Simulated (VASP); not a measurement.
# Pd3I: single point with PBE+U

Crystal: Pd3I.

```
CELL_PARAMETERS angstrom
-2.14695 2.14695 3.87591
2.14695 -2.14695 3.87591
2.14695 2.14695 -3.87591
ATOMIC_POSITIONS crystal
I 0.00000 0.00000 0.00000
Pd 0.50000 0.50000 0.00000
Pd 0.25000 0.75000 0.50000
Pd 0.75000 0.25000 0.50000
```

| Quantity | Value |
| --- | --- |
| Program | VASP 6.6.1 |
| Task | single point |
| Functional | PBE |
| Potentials or basis | VASP PAW PBE potentials, release 64 (I, Pd) |
| Cutoff | 520 eV |
| k mesh | 9 × 9 × 9 |
| Occupations | fermi-dirac, width 0.05 eV |
| Spin | no spin polarisation |
| Hubbard terms | Pd d U = 2.0 eV |

The pressure is -2.7 GPa and the band gap on the k mesh is zero (an odd number of electrons rules out a gap without spin polarisation).

Stress tensor (GPa, compression positive):
```
-2.61  0.00  0.00
 0.00 -2.61  0.00
 0.00  0.00 -2.93
```

Levels at points of the mesh, in eV from the Fermi level:
```tsv
k point	band 16	band 17	band 18	band 19	band 20	band 21	band 22	band 23
(0.00, 0.00, 0.00)	-1.26	-1.05	-0.62	0.02	0.02	5.13	5.13	5.36
```

Eigenvalues of the final occupation matrices:
| site | spin | trace | eigenvalues |
| --- | --- | --- | --- |
| site 2 d | 1 | 4.45 | 0.87 0.87 0.89 0.90 0.91 |
| site 2 d | 2 | 4.45 | 0.87 0.87 0.89 0.90 0.91 |
| site 3 d | 1 | 4.45 | 0.86 0.86 0.89 0.92 0.92 |
| site 3 d | 2 | 4.45 | 0.86 0.86 0.89 0.92 0.92 |
| site 4 d | 1 | 4.45 | 0.86 0.86 0.89 0.92 0.92 |
| site 4 d | 2 | 4.45 | 0.86 0.86 0.89 0.92 0.92 |

Run time: 3.1 min on 1 thread of Intel Xeon 8259CL (shared host), peak memory 0.32 GiB.

Caveat: spin-orbit coupling is left out, which moves the levels of the heavy elements; an odd number of electrons without spin polarisation forces a metal; a magnetic or distorted state may lie lower; U without spin polarisation on a metal has little footing.
